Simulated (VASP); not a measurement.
# Zn6InO8 (a cell with a defect) in VASP: notebook

Runs on Zn6InO8 (a cell with a defect). Level: PBE. Tasks: single point.

Everything below comes from runs of VASP 6.6.1. Logs are shortened: lines on timing, memory, paths and dates and some standing lists are left out, and cuts for length are marked.

**1. The cell of the first run**

The cell holds a defect, 15 atoms: a = 6.499 Å, b = 5.628 Å, c = 5.204 Å, α = 90.00°, β = 90.00°, γ = 90.00°.

**2. Single point, PBE**

Input file INCAR:

```
SYSTEM = Zn6InO8
ALGO = Normal
EDIFF = 1E-7
ENCUT = 520
GGA = PE
ISIF = 2
ISMEAR = -1
LASPH = .TRUE.
LCHARG = .FALSE.
LREAL = Auto
LWAVE = .FALSE.
NBANDS = 80
NELECT = 132.0
NELM = 60
PREC = Accurate
SIGMA = 0.05
```

Input file KPOINTS:

```
k-points
0
G
  2 2 2
  0 0 0
```

Input file POSCAR:

```
Zn6InO8
1.0
   -3.2494000000     -5.6281260000      0.0000000000
    4.8741000000     -2.8140630000      0.0000000000
    0.0000000000      0.0000000000      5.2038000000
Zn O In
6 8 1
Direct
    0.5282869388      0.3138545740      0.0150486183
    0.4458949049      0.6763648477      0.5272516238
    0.3125982916      0.8215631375      0.0108587955
    0.2276002863      0.1790819577      0.4935491372
    0.0298580837      0.3026275327     -0.0076497944
    0.7359585276      0.1932834040      0.5333483224
    0.4796134945      0.3540588188      0.3901126100
    0.5411855585      0.6414787045      0.8889392367
    0.2006865742      0.8514207657      0.3623246474
    0.2825500993      0.1472171873      0.8716441831
   -0.0264755780      0.3405605664      0.3670800184
    0.0656971615      0.6335508825      0.8948358892
    0.6545146732      0.8887291970      0.3919322418
    0.7770641277      0.1413057132      0.9017373842
   -0.1204737657      0.7641891930      0.1732457051
```

Potentials or basis: VASP PAW PBE potentials, release 64 (Zn, O, In_d).

Command:

```sh
cat potpaw_PBE.64/Zn/POTCAR potpaw_PBE.64/O/POTCAR potpaw_PBE.64/In_d/POTCAR > POTCAR
mpirun -np 1 vasp_std > vasp.out
```

OUTCAR:

```text
SYSTEM = Zn6InO8
   EDIFF = 1E-7
   ENCUT = 520
   GGA = PE
   ISIF = 2
   ISMEAR = -1
   LASPH = .TRUE.
   LREAL = Auto
   NELECT = 132.0
   NELM = 60
   PREC = Accurate

 ion  position               nearest neighbor table
   1  0.528  0.314  0.015-   8 1.96  14 1.98   7 1.99  10 2.00   6 2.93  15 3.51
   2  0.446  0.676  0.527-  13 1.94   7 1.96   8 1.99   9 2.06   3 2.78   3 2.94  15 3.40
   3  0.313  0.822  0.011-   8 1.91   9 1.98  10 1.98  12 2.01   2 2.78   2 2.94  15 2.96
   4  0.228  0.179  0.494-   9 1.97   7 1.99  11 2.00  10 2.01   5 2.98   5 2.99
   5  0.030  0.303  0.992-  14 1.94  12 1.94  10 1.96  11 2.00  15 2.93   4 2.98   4 2.99  15 3.32

   6  0.736  0.193  0.533-  13 1.94  11 1.95  14 1.96   7 2.04   1 2.93  15 3.20
   7  0.480  0.354  0.390-   2 1.96   4 1.99   1 1.99   6 2.04
   8  0.541  0.641  0.889-   3 1.91   1 1.96   2 1.99  15 2.74
   9  0.201  0.851  0.362-   4 1.97   3 1.98   2 2.06  15 2.36
  10  0.283  0.147  0.872-   5 1.96   3 1.98   1 2.00   4 2.01
  11  0.974  0.341  0.367-   6 1.95   5 2.00   4 2.00  15 2.66
  12  0.066  0.634  0.895-   5 1.94   3 2.01  15 2.03
  13  0.655  0.889  0.392-   6 1.94   2 1.94  15 1.98
  14  0.777  0.141  0.902-   5 1.94   6 1.96   1 1.98  15 2.64
  15  0.880  0.764  0.173-  13 1.98  12 2.03   9 2.36  14 2.64  11 2.66   8 2.74   5 2.93   3 2.96
                             6 3.20   5 3.32   2 3.40   1 3.51

  LATTYP: Found a simple orthorhombic cell.
 ALAT       =     5.2038000000
 B/A-ratio  =     1.0815415505
 C/A-ratio  =     1.2488566224

  Lattice vectors:

 A1 = (   0.0000000000,   0.0000000000,  -5.2038000000)
 A2 = (   4.8741000000,  -2.8140630000,   0.0000000000)
 A3 = (  -3.2494000000,  -5.6281260000,   0.0000000000)

Analysis of symmetry for initial positions (statically):
=====================================================================
 Subroutine PRICEL returns:
 Original cell was already a primitive cell.

 Routine SETGRP: Setting up the symmetry group for a
 simple orthorhombic supercell.

 Subroutine GETGRP returns: Found  1 space group operations
 (whereof  1 operations were pure point group operations)
 out of a pool of  8 trial point group operations.

The static configuration has the point symmetry C_1 .

Analysis of symmetry for dynamics (positions and initial velocities):
=====================================================================
 Subroutine PRICEL returns:
 Original cell was already a primitive cell.

 Routine SETGRP: Setting up the symmetry group for a
[... 131 lines left out ...]
   EFERMI_NEDOS =   21; number of points for ismear=-14 and -15
   IALGO  =     38    algorithm
   IMIX   =      4    mixing-type and parameters
     AMIX     =   0.40;   BMIX     =  1.00
     AMIX_MAG =   1.60;   BMIX_MAG =  1.00
  volume/ion in A,a.u.               =      12.69        85.63
  Fermi-wavevector in a.u.,A,eV,Ry     =   1.449084  2.738372 28.570125  2.099845
  Thomas-Fermi vector in A             =   2.566851
   LORBIT       =      0    0 simple, 1 ext, 2 COOP (PROOUT), +10 PAW based schemes
   GGA     = PE    functional components
   LHFCALC =     F    Hartree Fock is set to
   AEXX    =    0.0000 exact exchange contribution
   IVDW    =     0    specifies the selected vdW correction
   LEPSILON=     F    determine dielectric tensor
   LRPA    =     F    only Hartree local field effects (RPA)
 non-spin polarized calculation
  energy-cutoff  :      520.00
  volume of cell :      190.33
 maximum number of plane-waves:      5148
   NGX = 25   NGY = 21   NGZ = 19

 number of electron     132.0000029 magnetization

 Free energy of the ion-electron system (eV)
  ---------------------------------------------------
  ext. energy  EPLUGINS =         0.00000000
  ---------------------------------------------------
  free energy    TOTEN  =       -67.68508471 eV

  energy without entropy =      -67.60029881  energy(sigma->0) =      -67.64269176

 E-fermi :   0.9679     XC(G=0): -10.5189

 val. band max:        0.9553752793   @ k =  -0.0000   0.5000   0.0000
 cond. band min:       0.9835628293   @ k =   0.0000   0.0000   0.5000
 fundamental gap:      0.0281875500
 Fermi energy:         0.9678953749

 k-point     1 :       0.0000    0.0000    0.0000
  band No.  band energies     occupation
      1     -16.6664      2.00000
      2     -16.1712      2.00000
      3     -15.9821      2.00000
      4     -15.7936      2.00000
      5     -15.7252      2.00000
      6     -15.6538      2.00000
[... 637 lines left out ...]
     77       9.9917      0.00000
     78      10.3801      0.00000
 [bands above 78 left out]

------------------------ aborting loop because EDIFF is reached ----------------------------------------

  FORCE on cell =-STRESS in cart. coord.  units (eV):
  Direction    XX          YY          ZZ          XY          YZ          ZX
  --------------------------------------------------------------------------------------
  -------------------------------------------------------------------------------------
  Total       -6.3080819     -5.4428533     -4.0513925     -2.6369427      2.8451848      5.5773666
  in kB      -53.0994872    -45.8162594    -34.1033721    -22.1969698     23.9498881     46.9485508
  external PRESSURE =     -44.3397062 kB  Pullay stress =       0.0000000 kB

 VOLUME and BASIS-vectors are now :
 -----------------------------------------------------------------------------
  energy-cutoff  :      520.00
  volume of cell :      190.33
      direct lattice vectors                 reciprocal lattice vectors
    -3.249400000 -5.628126000  0.000000000    -0.076937281 -0.133259277  0.000000000
     4.874100000 -2.814063000  0.000000000     0.153874561 -0.088839518  0.000000000
     0.000000000  0.000000000  5.203800000     0.000000000  0.000000000  0.192167262

 POSITION                                       TOTAL-FORCE (eV/Angst)
 -----------------------------------------------------------------------------------
     -0.18686     -3.85647      0.07831        -0.008807      0.025482      0.021593
      1.84778     -4.41289      2.74371         0.019059      0.035278      0.008458
      2.98862     -4.07127      0.05651         0.003722     -0.015003      0.023980
      0.13330     -1.78491      2.56833        -0.016793      0.002523      0.009756
      1.37802     -1.01966      5.16399        -0.005110     -0.018372     -0.001842
     -1.44934     -4.68598      2.77544         0.021582     -0.017215     -0.011311
      0.16726     -3.69567      2.03007        -0.020794     -0.004761      0.023668
      1.36810     -4.85102      4.62586        -0.036509     -0.076907     -0.004515
      3.49780     -3.52544      1.88547        -0.006467      0.067367      0.031368
     -0.20057     -2.00451      4.53586        -0.014273      0.010251     -0.011461
     -1.50344     -6.43748      1.91021         0.039575     -0.043163      0.013570
      2.87451     -2.15260      4.65655         0.029455     -0.025578     -0.078970
      2.20498     -6.18463      2.03954        -0.008782      0.007228     -0.011105
     -1.83625     -4.77106      4.69246        -0.029584      0.026772      0.020957
      0.86680     -7.10056      0.90154         0.033726      0.026098     -0.034146
 -----------------------------------------------------------------------------------
    total drift:                               -0.002647     -0.010976      0.022933

  FREE ENERGIE OF THE ION-ELECTRON SYSTEM (eV)
  ---------------------------------------------------
  free  energy   TOTEN  =       -67.6850847058 eV

  energy  without entropy=      -67.6002988120  energy(sigma->0) =      -67.64269176
```

Wall time 4.4 min (1 thread of Intel Xeon Platinum 8488C (Sapphire Rapids), shared host); peak memory 0.31 GiB.

Results:

| Quantity | Value |
| --- | --- |
| Free energy | -67.6851 eV |
| Largest force | 0.088 eV/Å |

Forces on the atoms (eV/Å):
```
Zn  -0.009  0.025  0.022
Zn   0.019  0.035  0.008
Zn   0.004 -0.015  0.024
Zn  -0.017  0.003  0.010
Zn  -0.005 -0.018 -0.002
Zn   0.022 -0.017 -0.011
O   -0.021 -0.005  0.024
O   -0.037 -0.077 -0.005
O   -0.006  0.067  0.031
O   -0.014  0.010 -0.011
O    0.040 -0.043  0.014
O    0.029 -0.026 -0.079
O   -0.009  0.007 -0.011
O   -0.030  0.027  0.021
In   0.034  0.026 -0.034
```

Levels at points of the mesh, in eV from the Fermi level:
| k point | band 63 | band 64 | band 65 | band 66 | band 67 | band 68 | band 69 | band 70 |
| --- | --- | --- | --- | --- | --- | --- | --- | --- |
| (0.00, 0.00, 0.00) | -0.32 | -0.15 | 0.14 | 0.24 | 0.26 | 1.41 | 5.18 | 6.01 |
| (0.50, 0.00, 0.00) | -0.48 | -0.16 | -0.03 | 0.03 | 0.12 | 3.32 | 3.54 | 6.21 |
| (0.00, 0.50, 0.00) | -0.35 | -0.24 | -0.16 | -0.01 | 0.04 | 3.37 | 3.67 | 5.80 |
| (0.50, 0.50, 0.00) | -0.43 | -0.31 | -0.20 | -0.18 | 0.03 | 4.16 | 4.49 | 5.04 |
| (0.00, 0.00, 0.50) | -0.46 | -0.24 | -0.06 | -0.03 | 0.02 | 3.32 | 4.26 | 5.27 |
| (0.50, 0.00, 0.50) | -0.48 | -0.43 | -0.31 | -0.28 | -0.25 | 4.03 | 5.20 | 5.26 |
| (0.00, 0.50, 0.50) | -0.52 | -0.43 | -0.39 | -0.31 | -0.21 | 3.94 | 4.64 | 5.26 |
| (0.50, 0.50, 0.50) | -0.61 | -0.55 | -0.48 | -0.34 | -0.31 | 4.37 | 5.24 | 5.77 |

Caveat: the k points lie up to 0.60 Å⁻¹ apart; the cell carries a net charge on a neutralising background, which shifts energy and pressure; the cell is charged against a uniform background, so pressure and absolute levels hang on convention; spin-orbit coupling is left out, which moves the levels of the heavy elements.

**3. Single point, PBE**

Input file INCAR:

```
ALGO = Normal
EDIFF = 1E-7
ENCUT = 520
GGA = PE
ISIF = 2
ISMEAR = -1
LASPH = T
LCHARG = F
LREAL = Auto
LWAVE = F
NBANDS = 80
NELECT = 132.0
NELM = 100
PREC = Accurate
SIGMA = 0.05
```

Input file KPOINTS:

```
k-points
0
Gamma
  2 2 2
```

Input file POSCAR:

```
Zn6InO8
1.0
   -3.2494000000     -5.6281260000      0.0000000000
    4.8741000000     -2.8140630000      0.0000000000
    0.0000000000      0.0000000000      5.2038000000
Zn O In
6 8 1
Direct
    0.5198278141      0.3161583675      0.0116860756
    0.4492717491      0.6798987755      0.5207194742
    0.2971864193      0.8232809239      0.0088996503
    0.2257456284      0.1761510525      0.4924497483
    0.0282378331      0.3130818028     -0.0037220877
    0.7345220703      0.1935973852      0.5216024828
    0.4775986186      0.3532539240      0.3893056997
    0.5386311686      0.6481403991      0.8891840578
    0.2162586204      0.8513004988      0.3669664476
    0.2768115606      0.1492452935      0.8689448096
   -0.0218611707      0.3264125299      0.3666193935
    0.0595802624      0.6380289909      0.8878292786
    0.6694409539      0.8804994636      0.3971728352
    0.7731816617      0.1474470141      0.8955649718
   -0.1771534802      0.7948130899      0.0759062608
```

Potentials or basis: VASP PAW PBE potentials, release 64 (Zn, O, In_d).

Command:

```sh
cat potpaw_PBE.64/Zn/POTCAR potpaw_PBE.64/O/POTCAR potpaw_PBE.64/In_d/POTCAR > POTCAR
mpirun -np 1 vasp_std > vasp.out
```

Wall time 4.4 min (1 thread of Intel Xeon Platinum 8488C (Sapphire Rapids), shared host); peak memory 0.31 GiB.

The run converged. Its results:

```
Free energy   : -68.1943 eV
Largest force : 0.934 eV/Å
```

Forces in eV/Å, atoms in the order of the input:
```
Zn   0.031  0.052  0.038
Zn  -0.076 -0.068  0.032
Zn   0.059  0.105  0.045
Zn  -0.099 -0.041  0.078
Zn   0.065 -0.049  0.082
Zn  -0.028 -0.030 -0.031
O   -0.061 -0.027  0.067
O    0.032 -0.070  0.064
O   -0.153 -0.106  0.150
O    0.006  0.029  0.054
O   -0.162 -0.047  0.085
O    0.104  0.027 -0.049
O   -0.195 -0.117  0.110
O    0.025  0.006  0.022
In   0.451  0.333 -0.747
```

Levels at points of the mesh, in eV from the Fermi level:
| k point | band 64 | band 65 | band 66 | band 67 | band 68 | band 69 |
| --- | --- | --- | --- | --- | --- | --- |
| (0.00, 0.00, 0.00) | -0.19 | 0.15 | 0.25 | 0.29 | 1.46 | 5.34 |
| (0.50, 0.00, 0.00) | -0.17 | -0.03 | 0.03 | 0.14 | 3.30 | 3.60 |
| (0.00, 0.50, 0.00) | -0.25 | -0.15 | -0.05 | 0.02 | 3.47 | 3.74 |
| (0.50, 0.50, 0.00) | -0.36 | -0.22 | -0.05 | -0.04 | 4.21 | 4.63 |
| (0.00, 0.00, 0.50) | -0.17 | -0.15 | 0.01 | 0.06 | 3.39 | 4.48 |
| (0.50, 0.00, 0.50) | -0.43 | -0.30 | -0.21 | -0.15 | 4.10 | 5.13 |
| (0.00, 0.50, 0.50) | -0.51 | -0.38 | -0.28 | -0.17 | 4.07 | 4.84 |
| (0.50, 0.50, 0.50) | -0.60 | -0.40 | -0.34 | -0.18 | 4.48 | 5.37 |

Caveat: the k points lie up to 0.60 Å⁻¹ apart; the cell carries a net charge on a neutralising background, which shifts energy and pressure; the cell is charged against a uniform background, so pressure and absolute levels hang on convention; spin-orbit coupling is left out, which moves the levels of the heavy elements.

**4. Single point, PBE**

Input file INCAR:

```
SYSTEM = Zn6InO8
  PREC = Accurate
  ENCUT = 520
  EDIFF = 1E-6
  ISMEAR = -1
  SIGMA = 0.05
  LREAL = Auto
  LASPH = .True.
  NELM = 80
  ALGO = Normal
  ISIF = 2
  LWAVE = .False.
  LCHARG = .False.
  GGA = PE
  NBANDS = 80
  NELECT = 132.0
```

Input file KPOINTS:

```
regular mesh
0
Gamma
  2 2 2
  0 0 0
```

Input file POSCAR:

```
Zn6InO8
1.0
   -3.2494000000     -5.6281260000      0.0000000000
    4.8741000000     -2.8140630000      0.0000000000
    0.0000000000      0.0000000000      5.2038000000
Zn O In
6 8 1
Direct
    0.4933575428      0.3272608275      0.0064149276
    0.4862843294      0.6677578015      0.5027011030
    0.2493286603      0.8298562912      0.0054965602
    0.2409430436      0.1652092337      0.4992918636
    0.0110406339      0.3390485291      0.0023855644
    0.7497597719      0.1800185476      0.4987524501
    0.4928123750      0.3376437766      0.3864475960
    0.4963806180      0.6586516855      0.8819939275
    0.2641415606      0.8489156125      0.3706898805
    0.2517075191      0.1589525066      0.8756572120
   -0.0011972322      0.3084490908      0.3679149852
    0.0208632350      0.6558105077      0.8756376110
    0.7263304183      0.8480950455      0.4021324801
    0.7518095280      0.1810237542      0.8814376033
   -0.2335621369      0.8266400345      0.0070461970
```

Command:

```sh
cat potpaw_PBE.64/Zn/POTCAR potpaw_PBE.64/O/POTCAR potpaw_PBE.64/In_d/POTCAR > POTCAR
mpirun -np 1 vasp_std > vasp.out
```

Run time: 4 min. Hardware: 1 thread of Intel Xeon Platinum 8488C (Sapphire Rapids), shared host; peak memory 0.31 GiB.

The run converged. Its results:

- Free energy: -68.7466 eV
- Largest force: 0.074 eV/Å

Forces on the atoms (eV/Å):
```
Zn  -0.008 -0.004  0.011
Zn  -0.035  0.012  0.037
Zn   0.003 -0.025 -0.024
Zn   0.010 -0.030  0.019
Zn  -0.008  0.014 -0.027
Zn   0.019  0.013  0.009
O   -0.007  0.012 -0.002
O    0.002 -0.027  0.011
O    0.014  0.052  0.018
O   -0.007  0.002  0.006
O    0.049 -0.025  0.011
O    0.025  0.020 -0.067
O   -0.030 -0.007  0.001
O   -0.020  0.007  0.003
In  -0.007 -0.014 -0.007
```

Levels at points of the mesh, in eV from the Fermi level:
```
           k point  band 62  band 63  band 64  band 65  band 66  band 67  band 68  band 69  band 70  band 71
(0.00, 0.00, 0.00)    -0.62    -0.51    -0.33     0.22     0.27     0.28     1.49     5.34     6.26     6.58
(0.50, 0.00, 0.00)    -0.85    -0.38    -0.23    -0.12     0.04     0.09     3.05     3.79     6.57     7.42
(0.00, 0.50, 0.00)    -0.47    -0.43    -0.18    -0.16    -0.10     0.06     3.47     3.90     6.11     6.61
(0.50, 0.50, 0.00)    -0.55    -0.51    -0.40    -0.31    -0.25     0.01     4.00     4.85     5.11     5.51
(0.00, 0.00, 0.50)    -0.78    -0.48    -0.28    -0.27     0.06     0.09     3.43     4.69     5.98     6.18
(0.50, 0.00, 0.50)    -0.82    -0.73    -0.54    -0.32    -0.22    -0.10     4.17     5.09     5.43     6.17
(0.00, 0.50, 0.50)    -0.77    -0.71    -0.71    -0.54    -0.27    -0.13     4.35     5.08     5.69     5.86
(0.50, 0.50, 0.50)    -1.02    -0.92    -0.75    -0.52    -0.26    -0.19     4.68     5.60     5.89     6.12
```

Caveat: the k points lie up to 0.60 Å⁻¹ apart; the cell carries a net charge on a neutralising background, which shifts energy and pressure; the cell is charged against a uniform background, so pressure and absolute levels hang on convention; spin-orbit coupling is left out, which moves the levels of the heavy elements.
